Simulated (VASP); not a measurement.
Here is a VASP 6.6.1 calculation.

The input INCAR:

```
SYSTEM = TiO2
  PREC = Accurate
  ENCUT = 520
  EDIFF = 1E-6
  ISMEAR = -1
  SIGMA = 0.05
  LREAL = .FALSE.
  LASPH = .TRUE.
  NELM = 100
  ALGO = Normal
  ISIF = 2
  LWAVE = .FALSE.
  LCHARG = .FALSE.
  NBANDS = 33
```

KPOINTS

```
regular mesh
0
G
  7 7 10
  0 0 0
```

POSCAR

```
TiO2
1.0
    4.6544543012      0.0000000000      0.0000000000
    0.0000000000      4.6544543012      0.0000000000
    0.0000000000      0.0000000000      2.9979386759
Ti O
2 4
Direct
    0.0000000000      0.0000000000      0.0000000000
    0.5000000000      0.5000000000      0.5000000000
    0.3060000000      0.3060000000      0.0000000000
    0.1940000000      0.8060000000      0.5000000000
    0.6940000000      0.6940000000      0.0000000000
    0.8060000000      0.1940000000      0.5000000000
```

Potentials or basis: VASP PAW LDA potentials, release 64 (Ti_sv, O).

The run is started by

```sh
$ cat potpaw_LDA.64/Ti_sv/POTCAR potpaw_LDA.64/O/POTCAR > POTCAR
$ mpirun -np 1 vasp_std > vasp.out
```

Problem. What does it give for the band gap on the k mesh?

Solution. 1.73 eV.

Problem. Predict the largest force.

Solution. 0.073 eV/Å.

Forces in eV/Å, atoms in the order of the input:
```
Ti   0.000  0.000  0.000
Ti   0.000  0.000  0.000
O    0.051  0.051  0.000
O   -0.051  0.051  0.000
O   -0.051 -0.051  0.000
O    0.051 -0.051  0.000
```

Caveat: the cell stands under tension; an odd mesh through Γ misses points on the zone boundary, where band edges can lie.
